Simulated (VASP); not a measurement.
# Ba (Immm) in VASP: a series of runs

The runs below take Ba through single point, with LDA.

Everything below comes from runs of VASP 6.6.1. Logs are shortened: lines on timing, memory, paths and dates and some standing lists are left out, and cuts for length are marked.

### 1 The cell of the first run

It takes space group Immm (No. 71, orthorhombic). The conventional cell has a = 4.549 Å, b = 4.595 Å, c = 6.465 Å, α = 90.00°, β = 90.00°, γ = 90.00°.

This isn't the form of Ba at room conditions, which is bcc.

### 2 Single point, LDA (strain -0.0100 x Voigt [0, 0, 0, 0, 1, 0])

INCAR reads:

```
ALGO = Fast ; EDIFF = 1E-7
ENCUT = 520 ; GGA = CA
ISIF = 2 ; ISMEAR = 0
LASPH = T ; LCHARG = F
LREAL = F ; LWAVE = F
NBANDS = 11 ; NELM = 100
PREC = Accurate ; SIGMA = 0.15
```

KPOINTS reads:

```
k-points
0
Gamma
  14 14 14
```

POSCAR reads:

```
Ba
1.0
   -0.0161633250      3.2326650028      3.2326650028
    3.2165016778      0.0000000000      3.2165016778
    3.2326650028      3.2326650028     -0.0161633250
Ba
1
Direct
    0.0000000000      0.0000000000      0.0000000000
```

Potentials or basis: VASP PAW LDA potentials, release 64 (Ba_sv).

Command:

```console
$ cat potpaw_LDA.64/Ba_sv/POTCAR > POTCAR
$ mpirun -np 1 vasp_std > vasp.out
```

OUTCAR:

```text
EDIFF = 1E-7
   ENCUT = 520
   GGA = CA
   ISIF = 2
   ISMEAR = 0
   LASPH = T
   LREAL = F
   NELM = 100
   PREC = Accurate

 ion  position               nearest neighbor table
   1  0.000  0.000  0.000-

  LATTYP: Found a body centered orthorhombic cell.
 ALAT       =     4.5488202961
 B/A-ratio  =     1.0100502512
 C/A-ratio  =     1.4213201632

  Lattice vectors:

 A1 = (   3.2326650028,  -3.2326650028,  -0.0161633250)
 A2 = (  -3.2326650028,  -3.2326650028,   0.0161633250)
 A3 = (   0.0161633250,   3.2326650028,  -3.2326650028)

Analysis of symmetry for initial positions (statically):
=====================================================================
 Subroutine PRICEL returns:
 Original cell was already a primitive cell.

 Routine SETGRP: Setting up the symmetry group for a
 body centered orthorhombic supercell.

 Subroutine GETGRP returns: Found  8 space group operations
 (whereof  8 operations were pure point group operations)
 out of a pool of  8 trial point group operations.

The static configuration has the point symmetry D_2h.

Analysis of symmetry for dynamics (positions and initial velocities):
=====================================================================
 Subroutine PRICEL returns:
 Original cell was already a primitive cell.

 Routine SETGRP: Setting up the symmetry group for a
 body centered orthorhombic supercell.

 Subroutine GETGRP returns: Found  8 space group operations
 (whereof  8 operations were pure point group operations)
 out of a pool of  8 trial point group operations.

The dynamic configuration has the point symmetry D_2h.

 Subroutine INISYM returns: Found  8 space group operations
 (whereof  8 operations are pure point group operations),
 and found     1 'primitive' translations

----------------------------------------------------------------------------------------

                                     Primitive cell

  volume of cell :      67.5618

  direct lattice vectors                    reciprocal lattice vectors
    -0.016163325  3.232665003  3.232665003    -0.153901638  0.154671146  0.153901638
     3.216501678  0.000000000  3.216501678     0.155448388 -0.154671146  0.155448388
     3.232665003  3.232665003 -0.016163325     0.153901638  0.154671146 -0.153901638

  length of vectors
     4.571707262  4.548820296  4.571707262     0.267010471  0.268796514  0.267010471

  position of ions in fractional coordinates (direct lattice)
     0.000000000  0.000000000  0.000000000

  ion indices of the primitive-cell ions
   primitive index   ion index
                 1           1

----------------------------------------------------------------------------------------

 KPOINTS: k-points

Automatic generation of k-mesh.
 Grid dimensions read from file:
 generate k-points for:   14   14   14

 Generating k-lattice:

  Cartesian coordinates                     Fractional coordinates (reciprocal lattice)
    -0.010992974  0.011047939  0.010992974     0.071428571  0.000000000 -0.000000000
     0.011103456 -0.011047939  0.011103456     0.000000000  0.071428571  0.000000000
     0.010992974  0.011047939 -0.010992974     0.000000000  0.000000000  0.071428571

  Length of vectors
     0.019072176  0.019199751  0.019072176

  Shift w.r.t. Gamma in fractional coordinates (k-lattice)
     0.000000000  0.000000000  0.000000000

 Subroutine IBZKPT returns following result:
 ===========================================

 Found    428 irreducible k-points:

 Following reciprocal coordinates:
            Coordinates               Weight
  0.000000  0.000000  0.000000      1.000000
  0.071429  0.000000  0.000000      4.000000
  0.142857  0.000000  0.000000      4.000000
  0.214286  0.000000  0.000000      4.000000
  0.285714  0.000000  0.000000      4.000000
  0.357143  0.000000  0.000000      4.000000
[... 16 lines left out ...]
 -0.000000  0.142857 -0.000000      4.000000
  0.071429  0.142857 -0.000000      8.000000
 [... further k-points ...]
   k-points           NKPTS =    428   k-points in BZ     NKDIM =    428   number of bands    NBANDS=     11
   number of dos      NEDOS =    301   number of ions     NIONS =      1
   total plane-waves  NPLWV =  46656
   dimension x,y,z NGX =    36 NGY =   36 NGZ =   36
   dimension x,y,z NGXF=    72 NGYF=   72 NGZF=   72
   ions per type =               1
   NGX,Y,Z   is equivalent  to a cutoff of  13.09, 13.16, 13.09 a.u.
   NGXF,Y,Z  is equivalent  to a cutoff of  26.18, 26.31, 26.18 a.u.
 SYSTEM =  unknown system
   PREC   = accura    normal or accurate (medium, high low for compatibility)
   ISTART =      0    job   : 0-new  1-cont  2-samecut
   ICHARG =      2    charge: 1-file 2-atom 10-const
   ISPIN  =      1    spin polarized calculation?
   LNONCOLLINEAR =      F non collinear calculations
   LSORBIT =      F    spin-orbit coupling
   LASPH  =      T    aspherical Exc in radial PAW
   ENCUT  =  520.0 eV  38.22 Ry    6.18 a.u.   8.50  8.46  8.50*2*pi/ulx,y,z
   NELM   =    100;   NELMIN=  2; NELMDL= -5     # of ELM steps
   EDIFF  = 0.1E-06   stopping-criterion for ELM
   LREAL  =      F    real-space projection
   EDIFFG = 0.1E-05   stopping-criterion for IOM
   NSW    =      0    number of steps for IOM
   IBRION =     -1    ionic relax: 0-MD 1-quasi-New 2-CG
   NFREE  =      0    steps in history (QN), initial steepest desc. (CG)
   ISIF   =      2    stress and relaxation
   ISYM   =      2    0-nonsym 1-usesym 2-fastsym
   POTIM  = 0.5000    time-step for ionic-motion
   TEBEG  =    0.0;   TEEND  =   0.0 temperature during run
   PSTRESS=    0.0 pullay stress
   NELECT =      10.0000    total number of electrons
   NUPDOWN=      -1.0000    fix difference up-down
   EMIN   =  10.00;   EMAX   =-10.00  energy-range for DOS
   EFERMI =   0.00;   METHOD = LEGACY
   ISMEAR =     0;   SIGMA  =   0.15  broadening in eV -4-tet -1-fermi 0-gaus
   EFERMI_NEDOS =   21; number of points for ismear=-14 and -15
   IALGO  =     68    algorithm
   IMIX   =      4    mixing-type and parameters
     AMIX     =   0.40;   BMIX     =  1.00
     AMIX_MAG =   1.60;   BMIX_MAG =  1.00
  volume/ion in A,a.u.               =      67.56       455.93
  Fermi-wavevector in a.u.,A,eV,Ry     =   0.865980  1.636464 10.203294  0.749921
  Thomas-Fermi vector in A             =   1.984302
   LORBIT       =      0    0 simple, 1 ext, 2 COOP (PROOUT), +10 PAW based schemes
   GGA     = CA    functional components
   LHFCALC =     F    Hartree Fock is set to
   AEXX    =    0.0000 exact exchange contribution
   IVDW    =     0    specifies the selected vdW correction
   LEPSILON=     F    determine dielectric tensor
   LRPA    =     F    only Hartree local field effects (RPA)
 non-spin polarized calculation
 RMM-DIIS sequential band-by-band and
 Gauss-broadening in eV      SIGMA  =   0.15
  energy-cutoff  :      520.00
  volume of cell :       67.56
 maximum number of plane-waves:      1842
 NGX is ok and might be reduce to    36
   NGX = 17   NGY = 17   NGZ = 17

 number of electron      10.0000000 magnetization

 Free energy of the ion-electron system (eV)
  ---------------------------------------------------
  ext. energy  EPLUGINS =         0.00000000
  ---------------------------------------------------
  free energy    TOTEN  =        -2.17011146 eV

  energy without entropy =       -2.15130588  energy(sigma->0) =       -2.16070867

 E-fermi :   1.2554     XC(G=0):  -7.3893

 val. band max:        1.2517976190   @ k =   0.3571  -0.3571   0.1429
 cond. band min:       1.2621110667   @ k =   0.4286   0.0000   0.3571
 fundamental gap:      0.0103134477
 Fermi energy:         1.2553920574

 k-point     1 :       0.0000    0.0000    0.0000
  band No.  band energies     occupation
      1     -27.7130      2.00000
      2     -12.7171      2.00000
      3     -12.7145      2.00000
      4     -12.7117      2.00000
      5      -1.5082      2.00000
      6       2.8458      0.00000
      7       2.8833      0.00000
      8       2.9237      0.00000
      9       4.3207      0.00000
     10       4.3208      0.00000
     11       7.1379      0.00000

 k-point     2 :       0.0714    0.0000    0.0000
  band No.  band energies     occupation
      1     -27.7115      2.00000
      2     -12.7356      2.00000
      3     -12.7177      2.00000
      4     -12.7142      2.00000
      5      -1.4245      2.00000
      6       2.7578      0.00000
      7       2.9113      0.00000
      8       2.9646      0.00000
      9       4.2688      0.00000
     10       4.2702      0.00000
     11       7.3405      0.00000

 k-point     3 :       0.1429    0.0000    0.0000
  band No.  band energies     occupation
      1     -27.7075      2.00000
      2     -12.7891      2.00000
      3     -12.7243      2.00000
      4     -12.7212      2.00000
      5      -1.1844      2.00000
      6       2.5234      0.00000
      7       2.9983      0.00000
      8       3.0578      0.00000
      9       4.1752      0.00000
     10       4.1802      0.00000
     11       7.7558      0.00000

 k-point     4 :       0.2143    0.0000    0.0000
  band No.  band energies     occupation
      1     -27.7017      2.00000
      2     -12.8648      2.00000
      3     -12.7339      2.00000
      4     -12.7313      2.00000
      5      -0.8225      2.00000
      6       2.2652      0.00000
      7       3.0441      0.00000
      8       3.1069      0.00000
      9       4.1953      0.00000
     10       4.2074      0.00000
     11       7.4680      0.00000
[... 239 lines left out ...]
 k-point    22 :      -0.0714    0.0714   -0.0000
  band No.  band energies     occupation
      1     -27.7092      2.00000
      2     -12.7610      2.00000
      3     -12.7283      2.00000
      4     -12.7176      2.00000
      5      -1.2866      2.00000
      6       2.6317      0.00000
      7       2.9635      0.00000
      8       3.0177      0.00000
      9       4.0808      0.00000
     10       4.3099      0.00000
     11       7.6543      0.00000

 k-point    23 :      -0.0000    0.1429   -0.0000
  band No.  band energies     occupation
      1     -27.7073      2.00000
      2     -12.7873      2.00000
      3     -12.7266      2.00000
      4     -12.7236      2.00000
      5      -1.1792      2.00000
      6       2.5593      0.00000
      7       2.9846      0.00000
      8       3.0429      0.00000
      9       4.1575      0.00000
     10       4.1624      0.00000
     11       7.7576      0.00000

 k-point    24 :       0.0714    0.1429   -0.0000
  band No.  band energies     occupation
      1     -27.7077      2.00000
      2     -12.7734      2.00000
      3     -12.7304      2.00000
      4     -12.7269      2.00000
      5      -1.2039      2.00000
      6       2.5513      0.00000
      7       3.0150      0.00000
      8       3.0533      0.00000
      9       3.9262      0.00000
     10       4.3684      0.00000
     11       7.8258      0.00000

 [... further k-points ...]
[... 5 lines left out ...]
  --------------------------------------------------------------------------------------
  -------------------------------------------------------------------------------------
  Total       -0.6620961     -0.6630310     -0.6620961      0.0000000      0.0000000      0.0329176
  in kB      -15.7011094    -15.7232821    -15.7011094      0.0000000      0.0000000      0.7806152
  external PRESSURE =     -15.7085003 kB  Pullay stress =       0.0000000 kB

 VOLUME and BASIS-vectors are now :
 -----------------------------------------------------------------------------
  energy-cutoff  :      520.00
  volume of cell :       67.56
      direct lattice vectors                 reciprocal lattice vectors
    -0.016163325  3.232665003  3.232665003    -0.153901638  0.154671146  0.153901638
     3.216501678  0.000000000  3.216501678     0.155448388 -0.154671146  0.155448388
     3.232665003  3.232665003 -0.016163325     0.153901638  0.154671146 -0.153901638

 POSITION                                       TOTAL-FORCE (eV/Angst)
 -----------------------------------------------------------------------------------
      0.00000      0.00000      0.00000         0.000000      0.000000      0.000000
 -----------------------------------------------------------------------------------
    total drift:                               -0.000000     -0.000000     -0.000000

  FREE ENERGIE OF THE ION-ELECTRON SYSTEM (eV)
  ---------------------------------------------------
  free  energy   TOTEN  =        -2.1701114552 eV

  energy  without entropy=       -2.1513058760  energy(sigma->0) =       -2.16070867
```

Wall time 3.2 min (1 thread of Oxide Virtual Turin-like, shared host); peak memory 0.39 GiB.

What came out:

```yaml
Free_energy: -2.1701 eV
Pressure: -1.6 GPa
Band_gap_on_the_k_mesh: zero (bands 5 and 6 overlap by 0.23 eV)
```

Stress tensor (GPa, compression positive):
```
-1.57  0.00  0.08
 0.00 -1.57  0.00
 0.08  0.00 -1.57
```

Caveat: the cell differs from its parent crystal (strain -0.0100 x Voigt [0, 0, 0, 0, 1, 0]); spin-orbit coupling is left out, which moves the levels of the heavy elements.

### 3 Single point, LDA (strain +0.0050 x Voigt [0, 0, 0, 0, 1, 0])

INCAR reads:

```
SYSTEM = Ba
  ALGO = Fast
  EDIFF = 1E-7
  ENCUT = 520
  GGA = CA
  ISIF = 2
  ISMEAR = 0
  LASPH = .TRUE.
  LCHARG = .FALSE.
  LREAL = .FALSE.
  LWAVE = .FALSE.
  NBANDS = 11
  NELM = 80
  PREC = Accurate
  SIGMA = 0.15
```

KPOINTS reads:

```
k-points
0
G
  14 14 14
  0 0 0
```

POSCAR reads:

```
Ba
1.0
    0.0080816625      3.2326650028      3.2326650028
    3.2407466653      0.0000000000      3.2407466653
    3.2326650028      3.2326650028      0.0080816625
Ba
1
Direct
    0.0000000000      0.0000000000      0.0000000000
```

Potentials or basis: VASP PAW LDA potentials, release 64 (Ba_sv).

Command:

```console
$ cat potpaw_LDA.64/Ba_sv/POTCAR > POTCAR
$ mpirun -np 1 vasp_std > vasp.out
```

Wall time 3.4 min (1 thread of Oxide Virtual Turin-like, shared host); peak memory 0.39 GiB.

Results (log left out):

```
Free energy            : -2.1702 eV
Pressure               : -1.6 GPa
Band gap on the k mesh : zero (bands 5 and 6 overlap by 0.23 eV)
```

Levels at points of the mesh, in eV from the Fermi level:
```tsv
k point	band 1	band 2	band 3	band 4	band 5	band 6	band 7	band 8	band 9	band 10
(0.00, 0.00, 0.00)	-28.97	-13.97	-13.97	-13.97	-2.76	1.61	1.63	1.65	3.06	3.06
(0.50, 0.00, 0.00)	-28.94	-14.34	-14.02	-14.02	-0.97	0.94	1.49	1.52	4.16	4.18
(0.00, 0.50, 0.00)	-28.94	-14.34	-14.02	-14.02	-0.98	0.93	1.50	1.53	4.15	4.18
(0.50, 0.50, 0.00)	-28.93	-14.32	-14.10	-14.10	-0.75	-0.15	1.85	4.18	4.50	4.50
(0.50, 0.00, 0.50)	-28.93	-14.32	-14.11	-14.10	-0.75	-0.15	1.85	4.18	4.50	4.50
```

Caveat: the cell differs from its parent crystal (strain +0.0050 x Voigt [0, 0, 0, 0, 1, 0]); spin-orbit coupling is left out, which moves the levels of the heavy elements.

[end of part 1 of 2]
